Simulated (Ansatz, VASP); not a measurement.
**One calculation of Y, two programs**

```xyz
1
Lattice="0.0000 2.4850 2.2862 2.4850 0.0000 2.2862 2.4850 2.4850 0.0000" Properties=species:S:1:pos:R:3 pbc="T T T"
Y     0.0000    0.0000    0.0000
```

Change from the starting cell: strain +0.000 along x and y, -0.080 along z, atoms carried along.

Alike in both runs: task single point; functional r2SCAN; k mesh 16 × 16 × 16; occupations gaussian, width 0.15 eV; no spin polarisation.

|  | VASP | Ansatz |
| --- | --- | --- |
| version | VASP 6.6.1 | Ansatz 0.2.0 |
| potentials or method | VASP PAW PBE potentials, release 64 (Y_sv), cutoff 520 eV | scalar-relativistic, plane waves, PAW |
| valence electrons in the cell | 11 | 11 |

```csv
,VASP,Ansatz,Ansatz less VASP
gap on the k mesh at the Fermi level (eV),none,none,-
pressure (GPa),7.9,7.8,-0.12
"traceless stress, the component that is largest in VASP (GPa)",0.93,0.93,+0.007
```

VASP's potentials were made for PBE, not for r2SCAN. A gap of «none» marks a metal or a gap that the smearing closes. The functional is the same, so the differences come from potentials, cutoffs and numerics.
